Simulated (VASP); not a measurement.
Set up this calculation in VASP 6.6.1, as the native input.

```
Task                   : single point
Functional             : PBEsol
Potentials or basis    : VASP PAW PBE potentials, release 64 (Hf_pv)
Cutoff                 : 520 eV
k mesh                 : 12 × 12 × 7
Occupations            : fermi-dirac, width 0.08 eV
Spin                   : no spin polarisation
Dipole correction      : no
Further INCAR settings : ALGO = Normal; EDIFF = 1e-07; NBANDS = 17
```

The structure of Hf lies in POSCAR:

```
Hf
1.0
    1.5792252233     -2.7352983234      0.0000000000
    1.5792252233      2.7352983234      0.0000000000
    0.0000000000      0.0000000000      5.0018008121
Hf
2
Direct
    0.6666666670      0.3333333330      0.2500000000
    0.3333333330      0.6666666670      0.7500000000
```

The input as run:

INCAR

```
SYSTEM = Hf
ALGO = Normal
EDIFF = 1E-7
ENCUT = 520
GGA = PS
ISIF = 2
ISMEAR = -1
LASPH = .TRUE.
LCHARG = .TRUE.
LELF = .TRUE.
LREAL = .FALSE.
LVHAR = .TRUE.
LWAVE = .FALSE.
NBANDS = 17
NELM = 100
PREC = Accurate
SIGMA = 0.08
```

KPOINTS

```
k-points
0
G
  12 12 7
  0 0 0
```

Potentials or basis: VASP PAW PBE potentials, release 64 (Hf_pv).

Run with:

```bash
$ cat potpaw_PBE.64/Hf_pv/POTCAR > POTCAR
$ mpirun -np 1 vasp_std > vasp.out
```

Results of the run:

```
Pressure               : -0.3 GPa
Band gap on the k mesh : zero (bands 10 and 11 overlap by 1.46 eV)
```

Caveat: the PAW data sets were made with another functional, which shifts forces and pressure a little; spin-orbit coupling is left out, which moves the levels of the heavy elements.

Wall time 60 s on 1 thread of Intel Xeon 8259CL (shared host), peak memory 0.19 GiB.
